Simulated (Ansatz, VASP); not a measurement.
## SrTiO3: VASP beside Ansatz

INCAR

```
SYSTEM = SrTiO3
ALGO = Normal
EDIFF = 1E-6
ENCUT = 600
GGA = PS
GGA_COMPAT = .False.
ISIF = 2
ISMEAR = 0
LASPH = .True.
LCHARG = .False.
LREAL = .False.
LWAVE = .False.
NBANDS = 28
NELM = 120
PREC = Accurate
SIGMA = 0.02
```

KPOINTS

```
k-points
0
Gamma
  8 8 8
  0 0 0
```

POSCAR

```
SrTiO3
1.0
    4.1063487059      0.0000000000      0.0000000000
    0.0000000000      4.1063487059      0.0000000000
    0.0000000000      0.0000000000      3.7859541323
Sr O Ti
1 3 1
Direct
    0.0000000000      0.0000000000      0.0000000000
    0.5000000000      0.5000000000      0.0000000000
    0.0000000000      0.5000000000      0.5000000000
    0.5000000000      0.0000000000      0.5000000000
    0.5000000000      0.5000000000      0.5000000000
```

Input for Ansatz:

```yaml
crystal:
  lattice:
    - [4.1063487059, 0.0, 0.0]
    - [0.0, 4.1063487059, 0.0]
    - [0.0, 0.0, 3.7859541323]
  atoms:
    - { symbol: Sr, position: [0.0, 0.0, 0.0] }
    - { symbol: O, position: [0.5, 0.5, 0.0] }
    - { symbol: Ti, position: [0.5, 0.5, 0.5] }
    - { symbol: O, position: [0.0, 0.5, 0.5] }
    - { symbol: O, position: [0.5, 0.0, 0.5] }
basis:
  ecutwfc: 420
kpoints:
  mp_grid: { grid: [8, 8, 8] }
  band_path:
    path:
      - [[0.0, 0.0, 0.0], [0.0, 0.5, 0.0], [0.5, 0.5, 0.0], [0.0, 0.0, 0.0], [0.0, 0.0, 0.5], [0.0, 0.5, 0.5], [0.5, 0.5, 0.5], [0.0, 0.0, 0.5]]
      - [[0.0, 0.5, 0.0], [0.0, 0.5, 0.5]]
      - [[0.5, 0.5, 0.0], [0.5, 0.5, 0.5]]
    npoints: 10
hamiltonian:
  xc: pbesol
  pseudopotentials: { kind: paw, azcp: { folder: soft_1 } }
scf:
  occupations: { method: gaussian, width: 0.02 }
  n_extra_bands: 8
output:
  forces: true
  stress: true
  eigenvalues: true
  write_density: true
  write_potential: true
  elf: true
  volumetric_format: npy
```

Alike in both runs: task single point; functional PBEsol; k mesh 8 × 8 × 8; occupations gaussian, width 0.02 eV; no spin polarisation.

|  | VASP | Ansatz |
| --- | --- | --- |
| version | VASP 6.6.1 | Ansatz 0.2.0 |
| potentials or method | VASP PAW PBE potentials, release 64 (Sr_sv, O, Ti_sv), cutoff 600 eV | scalar-relativistic, plane waves, PAW |
| valence electrons in the cell | 40 | 40 |

Ansatz gave:

| Property | Result |
| --- | --- |
| gap on the k mesh at the Fermi level (eV) | 1.63 |
| least direct gap on the mesh (eV) | 1.97 |
| pressure (GPa) | -10.9 |

Problem. What did VASP give for the same quantities?

Solution. gap on the k mesh at the Fermi level (eV): 1.59; least direct gap on the mesh (eV): 1.95; pressure (GPa): -10.4.

VASP's potentials were made for PBE, not for PBEsol, and Ansatz warns of the same on its side.
